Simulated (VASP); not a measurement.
A run of VASP 6.6.1 is set up as follows.

POSCAR

```
C
1.0
    0.0000000000      1.8183469191      1.8183469191
    1.8183469191      0.0000000000      1.8183469191
    1.8183469191      1.8183469191      0.0000000000
C
2
Direct
    0.7500000000      0.7500000000      0.7500000000
    0.5000000000      0.5000000000      0.5000000000
```

The input INCAR.step1:

```
SYSTEM = C
PREC = Accurate
ENCUT = 520
EDIFF = 1E-5
ISMEAR = -1
SIGMA = 0.05
LREAL = .FALSE.
LASPH = .TRUE.
NELM = 100
ALGO = Normal
ISIF = 2
LWAVE = .TRUE.
LCHARG = .FALSE.
NBANDS = 11
GGA = PE
```

File INCAR.step2:

```
SYSTEM = C
PREC = Accurate
ENCUT = 520
EDIFF = 1E-7
ISMEAR = -1
SIGMA = 0.05
LREAL = .FALSE.
LASPH = .TRUE.
NELM = 100
ALGO = Normal
ISIF = 2
LWAVE = .FALSE.
LCHARG = .FALSE.
GGA = PE
LHFCALC = .TRUE.
HFSCREEN = 0.2079
PRECFOCK = Normal
NBANDS = 11
ISTART = 1
```

File KPOINTS:

```
regular mesh
0
G
  8 8 8
  0 0 0
```

Potentials or basis: VASP PAW PBE potentials, release 64 (C).

Launch:

```sh
$ cat potpaw_PBE.64/C/POTCAR > POTCAR
$ cp INCAR.step1 INCAR
$ mpirun -np 1 vasp_std > vasp.out
$ cp INCAR.step2 INCAR
$ mpirun -np 1 vasp_std > vasp.out
```

Estimate the band gap on the k mesh.

5.14 eV (least direct gap 6.79 eV).

What does it give for the pressure?

-30.6 GPa.

Caveat: the cell stands under tension; the PAW data sets were made with another functional, which shifts forces and pressure a little. A k mesh can miss the band edges.
